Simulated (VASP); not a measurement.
Wanted: the native input for a VASP 6.6.1 run.

```
Task                   : single point
Functional             : LDA
Potentials or basis    : VASP PAW LDA potentials, release 64 (Ti_sv)
Cutoff                 : 520 eV
k mesh                 : 8 × 8 × 11
Occupations            : gaussian, width 0.2 eV
Spin                   : no spin polarisation
Dipole correction      : no
Further INCAR settings : ALGO = Normal; EDIFF = 1e-06; NBANDS = 25
```

The structure of Ti lies in POSCAR:

```
Ti
1.0
    4.6000000000      0.0000000000      0.0000000000
   -2.3000000000      3.9837168600      0.0000000000
    0.0000000000      0.0000000000      2.8200000000
Ti
3
Direct
    0.0000000000      0.0000000000      0.0000000000
    0.3333333333      0.6666666667      0.5000000000
    0.6666666667      0.3333333333      0.5000000000
```

One way to write it, as run:

INCAR

```
SYSTEM = Ti
PREC = Accurate ; ENCUT = 520
EDIFF = 1E-6 ; ISMEAR = 0
SIGMA = 0.2 ; LREAL = .False.
LASPH = .True. ; NELM = 100
ALGO = Normal ; ISIF = 2
LWAVE = .False. ; LCHARG = .True.
LELF = .True. ; LVHAR = .True.
NBANDS = 25
```

KPOINTS

```
Automatic mesh
0
Gamma
  8 8 11
  0 0 0
```

Potentials or basis: VASP PAW LDA potentials, release 64 (Ti_sv).

Command:

```bash
$ cat potpaw_LDA.64/Ti_sv/POTCAR > POTCAR
$ mpirun -np 1 vasp_std > vasp.out
```

It gave:

```
Pressure               : -9.2 GPa
Band gap on the k mesh : zero (band 18 reaches 8.23 eV, above the bottom of band 19 at 7.96 eV)
```

It took 58 s on 1 thread of Intel(R) Xeon(R) Platinum 8259CL CPU @ 2.50GHz (Skylake/Cascade Lake), with other jobs on the host, peak memory 0.19 GiB.
